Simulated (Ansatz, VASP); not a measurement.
**PtS2 in VASP and in Ansatz**

INCAR

```
PREC     = Accurate       # precision mode
ENCUT    = 520            # plane-wave cutoff, eV
EDIFF    = 1E-6           # SCF threshold, eV
ISMEAR   = 0              # smearing method
SIGMA    = 0.05           # smearing width, eV
LREAL    = F              # projectors in reciprocal space
LASPH    = T              # aspherical terms in the spheres
NELM     = 100            # most SCF steps
ALGO     = Normal         # electronic algorithm
ISIF     = 2              # what is computed and relaxed
LWAVE    = F              # write WAVECAR
LCHARG   = F              # write CHGCAR
GGA      = PS             # functional
NBANDS   = 18             # bands
```

Contents of KPOINTS:

```
Automatic mesh
0
Gamma
  12 12 8
```

File POSCAR:

```
PtS2
1.0
    3.5431994758      0.0000000000      0.0000000000
   -1.7715997379      3.0685007567      0.0000000000
    0.0000000000      0.0000000000      5.0388000000
Pt S
1 2
Direct
    0.0000000000      0.0000000000      0.0000000000
    0.2725210490      0.6014882568      0.2500000000
    0.6666666667      0.3333333333      0.7500000000
```

Input for Ansatz:

```yaml
crystal:
  lattice:
    - [3.5431994758, 0.0, 0.0]
    - [-1.7715997379, 3.0685007567, 0.0]
    - [0.0, 0.0, 5.0388]
  atoms:
    - { symbol: Pt, position: [0.0, 0.0, 0.0] }
    - { symbol: S, position: [0.272521049, 0.6014882568, 0.25] }
    - { symbol: S, position: [0.6666666667, 0.3333333333, 0.75] }
basis:
  ecutwfc: 420
kpoints:
  mp_grid: { grid: [12, 12, 8] }
hamiltonian:
  xc: pbesol
scf:
  occupations: { method: gaussian, width: 0.05 }
output:
  forces: true
  stress: true
  eigenvalues: true
```

Alike in both runs: task single point; functional PBEsol; k mesh 12 × 12 × 8; occupations gaussian, width 0.05 eV; no spin polarisation.

|  | VASP | Ansatz |
| --- | --- | --- |
| version | VASP 6.6.1 | Ansatz 0.2.0 |
| potentials or method | VASP PAW PBE potentials, release 64 (Pt, S), cutoff 520 eV | scalar-relativistic, plane waves, PAW |
| valence electrons in the cell | 22 | 30 |

VASP gave:

- gap on the k mesh at the Fermi level (eV): 0.33
- least direct gap on the mesh (eV): 0.47
- pressure (GPa): -1.1
- traceless stress, the component that is largest in VASP (GPa): 7.04
- rms of the force components (eV/Å): 0.954

Q: Estimate Ansatz's values.

A: gap on the k mesh at the Fermi level (eV): 0.33; least direct gap on the mesh (eV): 0.46; pressure (GPa): -0.8; traceless stress, the component that is largest in VASP (GPa): 7.05; rms of the force components (eV/Å): 0.951.

VASP's potentials were made for PBE, not for PBEsol. Atom by atom the forces differ by 0.012 eV/Å (rms over components). With one functional, cell and mesh, what is left measures potentials, basis and numerics. VASP's potentials hold 22 valence electrons a cell and Ansatz's 30, so a difference there can come from the potentials and not from the codes.

Spin-orbit coupling is off throughout.
